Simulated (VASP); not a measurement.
Here is a VASP 6.6.1 calculation.

File POSCAR:

```
Se
1.0
    2.9226490306      0.0000000000      0.0000000000
    0.0000000000      2.9226490306      0.0000000000
    0.0000000000      0.0000000000      2.9226490306
Se
1
Direct
    0.0000000000      0.0000000000      0.0000000000
```

Contents of INCAR.step1:

```
  PREC = Accurate
  ENCUT = 520
  ISMEAR = -1
  SIGMA = 0.1
  LREAL = False
  LASPH = True
  NELM = 100
  NBANDS = 9
  GGA = PE
  ALGO = Normal
  EDIFF = 1E-4
  LWAVE = True
  LCHARG = False
```

Contents of INCAR.step2:

```
  PREC = Accurate
  ENCUT = 520
  EDIFF = 1E-7
  ISMEAR = -1
  SIGMA = 0.1
  LREAL = False
  LASPH = True
  NELM = 100
  ALGO = Normal
  ISIF = 2
  LWAVE = False
  LCHARG = False
  METAGGA = R2SCAN
  LMIXTAU = True
  NBANDS = 9
  ISTART = 1
```

File KPOINTS:

```
Automatic mesh
0
Gamma
  13 13 13
```

Potentials or basis: VASP PAW PBE potentials, release 64 (Se).

The run is started by

```console
$ cat potpaw_PBE.64/Se/POTCAR > POTCAR
$ cp INCAR.step1 INCAR
$ mpirun -np 1 vasp_std > vasp.out
$ cp INCAR.step2 INCAR
$ mpirun -np 1 vasp_std > vasp.out
```

**Question.** Estimate the band gap on the k mesh.

**Answer.** Zero (bands 3 and 4 overlap by 5.63 eV).

**Question.** Estimate the pressure.

**Answer.** -6.7 GPa.

Caveat: the cell stands under tension; the PAW data sets were made with another functional, which shifts forces and pressure a little.
